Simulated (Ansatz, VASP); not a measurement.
# One calculation of BaTe, two programs

```xyz
2
Lattice="0.0000 3.5326 3.5326 3.5326 0.0000 3.5326 3.5326 3.5326 0.0000" Properties=species:S:1:pos:R:3 pbc="T T T"
Ba    0.0000    0.0000    0.0000
Te    3.5326    3.5326    3.5326
```

Alike in both runs: task single point; functional HSE06; k mesh 4 × 4 × 4; occupations gaussian, width 0.02 eV; no spin polarisation.

|  | VASP | Ansatz |
| --- | --- | --- |
| version | VASP 6.6.1 | Ansatz 0.2.0 |
| potentials or method | VASP PAW PBE potentials, release 64 (Ba_sv, Te), cutoff 520 eV | scalar-relativistic, plane waves, PAW |
| valence electrons in the cell | 16 | 26 |

|  | VASP | Ansatz | Ansatz less VASP |
| --- | --- | --- | --- |
| gap on the k mesh at the Fermi level (eV) | 2.30 | 2.35 | +0.049 |
| least direct gap on the mesh (eV) | 2.73 | 2.75 | +0.026 |
| pressure (GPa) | 0.0 | -0.2 | -0.21 |

VASP's potentials hold 16 valence electrons a cell and Ansatz's 26, so a difference there can come from the potentials and not from the codes. Ansatz's warnings: stress exchange threshold loose, stress scf threshold loose.

Neither program's run includes spin-orbit coupling.
